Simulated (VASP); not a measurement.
# HfC (F-43m) in VASP: settings compared

HfC is run at these levels: PBE, PBEsol, LDA; tasks: single point.

Program: VASP 6.6.1. These are calculated values, not measurements. Logs are shortened: lines on timing, memory, paths and dates and some standing lists are left out, and cuts for length are marked.

## 1. The cell of the first run

The structure is cubic, space group F-43m (No. 216). The conventional cell has a = 5.046 Å, b = 5.046 Å, c = 5.046 Å, α = 90.00°, β = 90.00°, γ = 90.00°. Hf (site symmetry -43m) has 4 C at 2.19 Å within 2.9 Å. Within 2.9 Å of C (site symmetry -43m) lie 4 Hf at 2.19 Å.

## 2. Single point, PBE

The input, INCAR:

```
ALGO = Normal
EDIFF = 1E-6
ENCUT = 520
GGA = PE
ISIF = 2
ISMEAR = 0
LASPH = True
LCHARG = False
LREAL = False
LWAVE = False
NBANDS = 14
NELM = 80
PREC = Accurate
SIGMA = 0.05
```

The input, KPOINTS:

```
k-points
0
Gamma
  12 12 12
```

The input, POSCAR:

```
HfC
1.0
    0.0000000000      2.5230334086      2.5230334086
    2.5230334086      0.0000000000      2.5230334086
    2.5230334086      2.5230334086      0.0000000000
Hf C
1 1
Direct
    0.0000000000      0.0000000000      0.0000000000
    0.2500000000      0.2500000000      0.2500000000
```

Potentials or basis: VASP PAW PBE potentials, release 64 (Hf_pv, C).

Command:

```sh
cat potpaw_PBE.64/Hf_pv/POTCAR potpaw_PBE.64/C/POTCAR > POTCAR
mpirun -np 1 vasp_std > vasp.out
```

OUTCAR:

```text
EDIFF = 1E-6
   ENCUT = 520
   GGA = PE
   ISIF = 2
   ISMEAR = 0
   LASPH = True
   LREAL = False
   NELM = 80
   PREC = Accurate

 ion  position               nearest neighbor table
   1  0.000  0.000  0.000-   2 2.19   2 2.19   2 2.19   2 2.19
   2  0.250  0.250  0.250-   1 2.19   1 2.19   1 2.19   1 2.19

  LATTYP: Found a face centered cubic cell.
 ALAT       =     5.0460668172

  Lattice vectors:

 A1 = (   0.0000000000,   2.5230334086,   2.5230334086)
 A2 = (   2.5230334086,   0.0000000000,   2.5230334086)
 A3 = (   2.5230334086,   2.5230334086,   0.0000000000)

Analysis of symmetry for initial positions (statically):
=====================================================================
 Subroutine PRICEL returns:
 Original cell was already a primitive cell.

 Routine SETGRP: Setting up the symmetry group for a
 face centered cubic supercell.

 Subroutine GETGRP returns: Found 24 space group operations
 (whereof 24 operations were pure point group operations)
 out of a pool of 48 trial point group operations.

The static configuration has the point symmetry T_d .

Analysis of symmetry for dynamics (positions and initial velocities):
=====================================================================
 Subroutine PRICEL returns:
 Original cell was already a primitive cell.

 Routine SETGRP: Setting up the symmetry group for a
 face centered cubic supercell.

 Subroutine GETGRP returns: Found 24 space group operations
 (whereof 24 operations were pure point group operations)
 out of a pool of 48 trial point group operations.

The dynamic configuration has the point symmetry T_d .

 Subroutine INISYM returns: Found 24 space group operations
 (whereof 24 operations are pure point group operations),
 and found     1 'primitive' translations

----------------------------------------------------------------------------------------

                                     Primitive cell

  volume of cell :      32.1217

  direct lattice vectors                    reciprocal lattice vectors
     0.000000000  2.523033409  2.523033409    -0.198174150  0.198174150  0.198174150
     2.523033409  0.000000000  2.523033409     0.198174150 -0.198174150  0.198174150
     2.523033409  2.523033409  0.000000000     0.198174150  0.198174150 -0.198174150

  length of vectors
     3.568108065  3.568108065  3.568108065     0.343247696  0.343247696  0.343247696

  position of ions in fractional coordinates (direct lattice)
     0.000000000  0.000000000  0.000000000
     0.250000000  0.250000000  0.250000000

  ion indices of the primitive-cell ions
   primitive index   ion index
                 1           1
                 2           2

----------------------------------------------------------------------------------------

 KPOINTS: k-points

Automatic generation of k-mesh.
 Grid dimensions read from file:
 generate k-points for:   12   12   12

 Generating k-lattice:

  Cartesian coordinates                     Fractional coordinates (reciprocal lattice)
    -0.016514512  0.016514512  0.016514512     0.083333333  0.000000000  0.000000000
     0.016514512 -0.016514512  0.016514512     0.000000000  0.083333333  0.000000000
     0.016514512  0.016514512 -0.016514512     0.000000000  0.000000000  0.083333333

  Length of vectors
     0.028603975  0.028603975  0.028603975

  Shift w.r.t. Gamma in fractional coordinates (k-lattice)
     0.000000000  0.000000000  0.000000000

 Subroutine IBZKPT returns following result:
 ===========================================

 Found     72 irreducible k-points:

 Following reciprocal coordinates:
            Coordinates               Weight
  0.000000  0.000000  0.000000      1.000000
  0.083333  0.000000  0.000000      8.000000
  0.166667  0.000000  0.000000      8.000000
  0.250000  0.000000  0.000000      8.000000
  0.333333  0.000000  0.000000      8.000000
  0.416667  0.000000  0.000000      8.000000
[... 16 lines left out ...]
  0.500000  0.166667  0.000000     24.000000
 -0.416667  0.166667  0.000000     24.000000
 [... further k-points ...]
   k-points           NKPTS =     72   k-points in BZ     NKDIM =     72   number of bands    NBANDS=     14
   number of dos      NEDOS =    301   number of ions     NIONS =      2
   total plane-waves  NPLWV =  21952
   dimension x,y,z NGX =    28 NGY =   28 NGZ =   28
   dimension x,y,z NGXF=    56 NGYF=   56 NGZF=   56
   ions per type =               1   1
   NGX,Y,Z   is equivalent  to a cutoff of  13.05, 13.05, 13.05 a.u.
   NGXF,Y,Z  is equivalent  to a cutoff of  26.09, 26.09, 26.09 a.u.
 SYSTEM =  unknown system
   PREC   = accura    normal or accurate (medium, high low for compatibility)
   ISTART =      0    job   : 0-new  1-cont  2-samecut
   ICHARG =      2    charge: 1-file 2-atom 10-const
   ISPIN  =      1    spin polarized calculation?
   LNONCOLLINEAR =      F non collinear calculations
   LSORBIT =      F    spin-orbit coupling
   LASPH  =      T    aspherical Exc in radial PAW
   ENCUT  =  520.0 eV  38.22 Ry    6.18 a.u.   6.63  6.63  6.63*2*pi/ulx,y,z
   NELM   =     80;   NELMIN=  2; NELMDL= -5     # of ELM steps
   EDIFF  = 0.1E-05   stopping-criterion for ELM
   LREAL  =      F    real-space projection
   EDIFFG = 0.1E-04   stopping-criterion for IOM
   NSW    =      0    number of steps for IOM
   IBRION =     -1    ionic relax: 0-MD 1-quasi-New 2-CG
   NFREE  =      0    steps in history (QN), initial steepest desc. (CG)
   ISIF   =      2    stress and relaxation
   ISYM   =      2    0-nonsym 1-usesym 2-fastsym
   POTIM  = 0.5000    time-step for ionic-motion
   TEBEG  =    0.0;   TEEND  =   0.0 temperature during run
   PSTRESS=    0.0 pullay stress
   NELECT =      14.0000    total number of electrons
   NUPDOWN=      -1.0000    fix difference up-down
   EMIN   =  10.00;   EMAX   =-10.00  energy-range for DOS
   EFERMI =   0.00;   METHOD = LEGACY
   ISMEAR =     0;   SIGMA  =   0.05  broadening in eV -4-tet -1-fermi 0-gaus
   EFERMI_NEDOS =   21; number of points for ismear=-14 and -15
   IALGO  =     38    algorithm
   IMIX   =      4    mixing-type and parameters
     AMIX     =   0.40;   BMIX     =  1.00
     AMIX_MAG =   1.60;   BMIX_MAG =  1.00
  volume/ion in A,a.u.               =      16.06       108.38
  Fermi-wavevector in a.u.,A,eV,Ry     =   1.241227  2.345579 20.961737  1.540644
  Thomas-Fermi vector in A             =   2.375634
   LORBIT       =      0    0 simple, 1 ext, 2 COOP (PROOUT), +10 PAW based schemes
   GGA     = PE    functional components
   LHFCALC =     F    Hartree Fock is set to
   AEXX    =    0.0000 exact exchange contribution
   IVDW    =     0    specifies the selected vdW correction
   LEPSILON=     F    determine dielectric tensor
   LRPA    =     F    only Hartree local field effects (RPA)
 non-spin polarized calculation
 Gauss-broadening in eV      SIGMA  =   0.05
  energy-cutoff  :      520.00
  volume of cell :       32.12
 maximum number of plane-waves:       893
   NGX = 13   NGY = 13   NGZ = 13

 number of electron      14.0000000 magnetization

 Free energy of the ion-electron system (eV)
  ---------------------------------------------------
  ext. energy  EPLUGINS =         0.00000000
  ---------------------------------------------------
  free energy    TOTEN  =       -19.75658325 eV

  energy without entropy =      -19.75658321  energy(sigma->0) =      -19.75658323

 E-fermi :   3.7991     XC(G=0): -10.8001

 val. band max:        3.6509268545   @ k =  -0.2500   0.5000   0.2500
 cond. band min:       3.9454143781   @ k =  -0.2500   0.5000   0.2500
 fundamental gap:      0.2944875236
 Fermi energy:         3.7990599433

 k-point     1 :       0.0000    0.0000    0.0000
  band No.  band energies     occupation
      1     -26.0096      2.00000
      2     -26.0096      2.00000
      3     -26.0096      2.00000
      4      -6.9689      2.00000
      5       1.4028      2.00000
      6       1.4028      2.00000
      7       1.4028      2.00000
      8       6.8905      0.00000
      9       7.2463      0.00000
     10       7.2463      0.00000
     11      12.7605      0.00000
     12      12.7605      0.00000
     13      12.7605      0.00000
     14      18.0669      0.00000

 k-point     2 :       0.0833    0.0000    0.0000
  band No.  band energies     occupation
      1     -26.0314      2.00000
      2     -26.0127      2.00000
      3     -26.0127      2.00000
      4      -6.8582      2.00000
      5       1.2344      2.00000
      6       1.4602      2.00000
      7       1.4602      2.00000
      8       7.1486      0.00000
      9       7.1486      0.00000
     10       7.2382      0.00000
     11      12.5538      0.00000
     12      12.9246      0.00000
     13      12.9246      0.00000
     14      16.9067      0.00000

 k-point     3 :       0.1667    0.0000    0.0000
  band No.  band energies     occupation
      1     -26.0903      2.00000
      2     -26.0211      2.00000
      3     -26.0211      2.00000
      4      -6.5530      2.00000
      5       0.8828      2.00000
      6       1.6082      2.00000
      7       1.6082      2.00000
      8       6.9742      0.00000
      9       6.9742      0.00000
     10       8.0453      0.00000
     11      12.1388      0.00000
     12      13.1550      0.00000
     13      13.1550      0.00000
     14      15.0179      0.00000
[... 324 lines left out ...]
 k-point    23 :       0.5000    0.1667    0.0000
  band No.  band energies     occupation
      1     -26.2941      2.00000
      2     -26.1013      2.00000
      3     -26.0730      2.00000
      4      -5.1503      2.00000
      5       0.6557      2.00000
      6       1.8170      2.00000
      7       2.3410      2.00000
      8       6.1990      0.00000
      9       7.8035      0.00000
     10       8.0476      0.00000
     11      10.7361      0.00000
     12      11.7013      0.00000
     13      11.8361      0.00000
     14      15.6021      0.00000

 k-point    24 :      -0.4167    0.1667    0.0000
  band No.  band energies     occupation
      1     -26.2968      2.00000
      2     -26.1113      2.00000
      3     -26.0669      2.00000
      4      -5.1250      2.00000
      5       0.8571      2.00000
      6       1.6439      2.00000
      7       2.3130      2.00000
      8       6.3467      0.00000
      9       7.4218      0.00000
     10       8.1709      0.00000
     11      11.1480      0.00000
     12      11.3265      0.00000
     13      11.7762      0.00000
     14      15.7095      0.00000

 [... further k-points ...]
[... 5 lines left out ...]
  --------------------------------------------------------------------------------------
  -------------------------------------------------------------------------------------
  Total       -0.1093612     -0.1093612     -0.1093612     -0.0000000     -0.0000000      0.0000000
  in kB       -5.4547514     -5.4547514     -5.4547514     -0.0000000     -0.0000000      0.0000000
  external PRESSURE =      -5.4547514 kB  Pullay stress =       0.0000000 kB

 VOLUME and BASIS-vectors are now :
 -----------------------------------------------------------------------------
  energy-cutoff  :      520.00
  volume of cell :       32.12
      direct lattice vectors                 reciprocal lattice vectors
     0.000000000  2.523033409  2.523033409    -0.198174150  0.198174150  0.198174150
     2.523033409  0.000000000  2.523033409     0.198174150 -0.198174150  0.198174150
     2.523033409  2.523033409  0.000000000     0.198174150  0.198174150 -0.198174150

 POSITION                                       TOTAL-FORCE (eV/Angst)
 -----------------------------------------------------------------------------------
      0.00000      0.00000      0.00000        -0.000000      0.000000     -0.000000
      1.26152      1.26152      1.26152         0.000000     -0.000000      0.000000
 -----------------------------------------------------------------------------------
    total drift:                                0.000000      0.000000      0.000000

  FREE ENERGIE OF THE ION-ELECTRON SYSTEM (eV)
  ---------------------------------------------------
  free  energy   TOTEN  =       -19.7565832489 eV

  energy  without entropy=      -19.7565832109  energy(sigma->0) =      -19.75658323
```

It took 18 s on 1 thread of Intel Xeon 6975P-C, shared host; peak memory 0.18 GiB.

What came out:

| Quantity | Value |
| --- | --- |
| Free energy | -19.7566 eV |
| Pressure | -0.5 GPa |
| Band gap on the k mesh | 0.29 eV, direct |

Levels at points of the mesh, in eV from the valence-band top:
| k point | band 3 | band 4 | band 5 | band 6 | band 7 | band 8 | band 9 | band 10 | band 11 | band 12 |
| --- | --- | --- | --- | --- | --- | --- | --- | --- | --- | --- |
| (0.00, 0.00, 0.00) | -29.66 | -10.62 | -2.25 | -2.25 | -2.25 | 3.24 | 3.60 | 3.60 | 9.11 | 9.11 |
| (0.50, 0.00, 0.00) | -29.71 | -8.97 | -2.97 | -1.66 | -1.66 | 3.90 | 4.34 | 4.34 | 6.63 | 7.06 |
| (0.50, 0.50, 0.00) | -29.78 | -8.37 | -4.10 | -0.06 | -0.06 | 0.48 | 4.39 | 5.24 | 5.81 | 5.81 |

Caveat: spin-orbit coupling is left out, which moves the levels of the heavy elements. A k mesh can miss the band edges.

## 3. Single point, PBE

INCAR is that of step 2.

KPOINTS is that of step 2.

The input, POSCAR:

```
HfC
1.0
    0.0000000000      2.5221072291      2.5221072291
    2.5221072291      0.0000000000      2.5221072291
    2.5221072291      2.5221072291      0.0000000000
Hf C
1 1
Direct
    0.0000000000      0.0000000000      0.0000000000
    0.2500000000      0.2500000000      0.2500000000
```

Potentials or basis: VASP PAW PBE potentials, release 64 (Hf_pv, C).

Command:

```sh
cat potpaw_PBE.64/Hf_pv/POTCAR potpaw_PBE.64/C/POTCAR > POTCAR
mpirun -np 1 vasp_std > vasp.out
```

Run time: 24 s. Hardware: 1 thread of Intel Xeon 6975P-C, shared host; peak memory 0.18 GiB.

The run converged. Its results:

- Free energy: -19.7567 eV
- Pressure: -0.4 GPa
- Band gap on the k mesh: 0.29 eV, direct

Levels at points of the mesh, in eV from the valence-band top:
| k point | band 5 | band 6 | band 7 | band 8 | band 9 | band 10 |
| --- | --- | --- | --- | --- | --- | --- |
| (0.00, 0.00, 0.00) | -2.25 | -2.25 | -2.25 | 3.24 | 3.60 | 3.60 |
| (0.50, 0.00, 0.00) | -2.97 | -1.66 | -1.66 | 3.91 | 4.34 | 4.34 |
| (0.50, 0.50, 0.00) | -4.10 | -0.06 | -0.06 | 0.48 | 4.39 | 5.24 |

Caveat: spin-orbit coupling is left out, which moves the levels of the heavy elements. A k mesh can miss the band edges.

## 4. Single point, PBEsol

The input, INCAR:

```
SYSTEM = HfC
PREC = Accurate
ENCUT = 520
EDIFF = 1E-6
ISMEAR = 0
SIGMA = 0.05
LREAL = .False.
LASPH = .True.
NELM = 100
ALGO = Normal
ISIF = 2
LWAVE = .False.
LCHARG = .True.
GGA = PS
LELF = .True.
LVHAR = .True.
NBANDS = 14
```

The input, KPOINTS:

```
regular mesh
0
Gamma
  12 12 12
  0 0 0
```

POSCAR is that of step 3.

Command:

```sh
cat potpaw_PBE.64/Hf_pv/POTCAR potpaw_PBE.64/C/POTCAR > POTCAR
mpirun -np 1 vasp_std > vasp.out
```

Wall time 27 s (1 thread of Intel Xeon 6975P-C, shared host); peak memory 0.18 GiB.

The run converged. Its results:

| Item | Value |
| --- | --- |
| Free energy | -20.6995 eV |
| Pressure | -4.7 GPa |
| Band gap on the k mesh | 0.22 eV, direct |

Levels at points of the mesh, in eV from the valence-band top:
| k point | band 3 | band 4 | band 5 | band 6 | band 7 | band 8 | band 9 | band 10 | band 11 | band 12 |
| --- | --- | --- | --- | --- | --- | --- | --- | --- | --- | --- |
| (0.00, 0.00, 0.00) | -29.62 | -10.62 | -2.27 | -2.27 | -2.27 | 3.20 | 3.54 | 3.54 | 9.09 | 9.09 |
| (0.50, 0.00, 0.00) | -29.67 | -8.94 | -3.01 | -1.68 | -1.68 | 3.86 | 4.29 | 4.29 | 6.55 | 7.04 |
| (0.50, 0.50, 0.00) | -29.74 | -8.32 | -4.16 | -0.07 | -0.07 | 0.42 | 4.33 | 5.19 | 5.77 | 5.77 |

Caveat: the PAW data sets were made with another functional, which shifts forces and pressure a little; spin-orbit coupling is left out, which moves the levels of the heavy elements. A k mesh can miss the band edges.

## 5. Single point, LDA

The input, INCAR:

```
SYSTEM = HfC
  ALGO = Normal
  EDIFF = 1E-6
  ENCUT = 520
  ISIF = 2
  ISMEAR = 0
  LASPH = .TRUE.
  LCHARG = .FALSE.
  LREAL = .FALSE.
  LWAVE = .FALSE.
  NBANDS = 14
  NELM = 60
  PREC = Accurate
  SIGMA = 0.05
```

The input, KPOINTS:

```
k-points
0
G
  12 12 12
  0 0 0
```

POSCAR is that of step 4.

Potentials or basis: VASP PAW LDA potentials, release 64 (Hf_pv, C).

Command:

```sh
cat potpaw_LDA.64/Hf_pv/POTCAR potpaw_LDA.64/C/POTCAR > POTCAR
mpirun -np 1 vasp_std > vasp.out
```

Wall time 26 s (1 thread of Intel Xeon 6975P-C, shared host); peak memory 0.17 GiB.

The run converged. Its results:

```
Free energy            : -21.3289 eV
Pressure               : -8.1 GPa
Band gap on the k mesh : 0.22 eV, direct
```

Levels at points of the mesh, in eV from the valence-band top:
```tsv
k point	band 5	band 6	band 7	band 8	band 9	band 10
(0.00, 0.00, 0.00)	-2.29	-2.29	-2.29	3.27	3.44	3.44
(0.50, 0.00, 0.00)	-2.96	-1.70	-1.70	3.81	4.20	4.20
(0.50, 0.50, 0.00)	-4.16	-0.06	-0.06	0.42	4.27	5.07
```

Caveat: spin-orbit coupling is left out, which moves the levels of the heavy elements. A k mesh can miss the band edges.

## 6. Single point, PBE (volume scaled by 1.020)

The input, INCAR:

```
PREC     = Accurate       # precision mode
ENCUT    = 520            # plane-wave cutoff, eV
EDIFF    = 1E-7           # SCF threshold, eV
ISMEAR   = 0              # smearing method
SIGMA    = 0.05           # smearing width, eV
LREAL    = F              # projectors in reciprocal space
LASPH    = T              # aspherical terms in the spheres
NELM     = 80             # most SCF steps
ALGO     = Normal         # electronic algorithm
ISIF     = 2              # what is computed and relaxed
LWAVE    = F              # write WAVECAR
LCHARG   = F              # write CHGCAR
GGA      = PE             # functional
NBANDS   = 14             # bands
```

The input, KPOINTS:

```
Automatic mesh
0
Gamma
  12 12 12
```

The input, POSCAR:

```
HfC
1.0
    0.0000000000      2.5388104128      2.5388104128
    2.5388104128      0.0000000000      2.5388104128
    2.5388104128      2.5388104128      0.0000000000
Hf C
1 1
Direct
    0.0000000000      0.0000000000      0.0000000000
    0.2500000000      0.2500000000      0.2500000000
```

Potentials or basis: VASP PAW PBE potentials, release 64 (Hf_pv, C).

Command:

```sh
cat potpaw_PBE.64/Hf_pv/POTCAR potpaw_PBE.64/C/POTCAR > POTCAR
mpirun -np 1 vasp_std > vasp.out
```

Run time: 19 s. Hardware: 1 thread of Intel Xeon 6975P-C, shared host; peak memory 0.18 GiB.

Results (log left out):

```
Free energy            : -19.7492 eV
Pressure               : -3.4 GPa
Band gap on the k mesh : 0.32 eV, direct
```

Levels at points of the mesh, in eV from the valence-band top:
```tsv
k point	band 5	band 6	band 7	band 8	band 9	band 10
(0.00, 0.00, 0.00)	-2.18	-2.18	-2.18	3.18	3.56	3.56
(0.50, 0.00, 0.00)	-2.93	-1.60	-1.60	3.85	4.28	4.28
(0.50, 0.50, 0.00)	-4.01	-0.06	-0.06	0.50	4.31	5.15
```

Caveat: spin-orbit coupling is left out, which moves the levels of the heavy elements. A k mesh can miss the band edges.

## 7. Summary

| level | potentials or basis | cell | gap on the mesh (eV) | pressure (GPa) |
| --- | --- | --- | --- | --- |
| PBE | VASP PAW PBE potentials, release 64 (Hf_pv, C) | a = 3.568 Å, angles 60.0°, 2 atoms | 0.29 | -0.5 |
| PBE | VASP PAW PBE potentials, release 64 (Hf_pv, C) | a = 3.567 Å, angles 60.0°, 2 atoms | 0.29 | -0.4 |
| PBEsol | VASP PAW PBE potentials, release 64 (Hf_pv, C) | a = 3.567 Å, angles 60.0°, 2 atoms | 0.22 | -4.7 |
| LDA | VASP PAW LDA potentials, release 64 (Hf_pv, C) | a = 3.567 Å, angles 60.0°, 2 atoms | 0.22 | -8.1 |
| PBE | VASP PAW PBE potentials, release 64 (Hf_pv, C) | a = 3.590 Å, angles 60.0°, 2 atoms | 0.32 | -3.4 |

Alike in all rows: task single point; no spin polarisation; k mesh 12 × 12 × 12; cutoff (eV) 520; smearing gaussian 0.05 eV.

Caveats: spin-orbit coupling is left out, which moves the levels of the heavy elements; the PAW data sets were made with another functional, which shifts forces and pressure a little (some runs).

Total energies depend on the potentials used, so only differences within one code and one set of settings carry meaning.
